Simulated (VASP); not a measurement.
Wanted: the native input for a VASP 6.6.1 run.

- Task: single point
- Functional: PBE
- Potentials or basis: VASP PAW PBE potentials, release 64 (Re)
- Cutoff: 520 eV
- k mesh: 8 × 8 × 3
- Occupations: fermi-dirac, width 0.05 eV
- Spin: no spin polarisation
- Dipole correction: no
- Further INCAR settings: ALGO = Normal; EDIFF = 1e-06; NBANDS = 22

The structure of Re lies in POSCAR:

```
Re
1.0
    2.7767593763      0.0000000000      0.0000000000
   -1.3883796881      2.4047441601      0.0000000000
    0.0000000000      0.0000000000      8.9595826451
Re
4
Direct
    0.6666666667      0.3333333333      0.7500000000
    0.0000000000      0.0000000000      0.5000000000
    0.3333333333      0.6666666667      0.2500000000
    0.0000000000      0.0000000000      0.0000000000
```

The input as run:

INCAR

```
  PREC = Accurate
  ENCUT = 520
  EDIFF = 1E-6
  ISMEAR = -1
  SIGMA = 0.05
  LREAL = F
  LASPH = T
  NELM = 60
  ALGO = Normal
  ISIF = 2
  LWAVE = F
  LCHARG = F
  GGA = PE
  NBANDS = 22
```

KPOINTS

```
regular mesh
0
Gamma
  8 8 3
```

Potentials or basis: VASP PAW PBE potentials, release 64 (Re).

Launch:

```sh
$ cat potpaw_PBE.64/Re/POTCAR > POTCAR
$ mpirun -np 1 vasp_std > vasp.out
```

Results of the run:

The pressure is -0.6 GPa and the band gap on the k mesh is zero (band 14 reaches 8.89 eV, above the bottom of band 15 at 6.47 eV).

Caveat: spin-orbit coupling is left out, which moves the levels of the heavy elements.

Run time: 76 s on 1 thread of AMD EPYC 7R13 (shared host), peak memory 0.16 GiB.
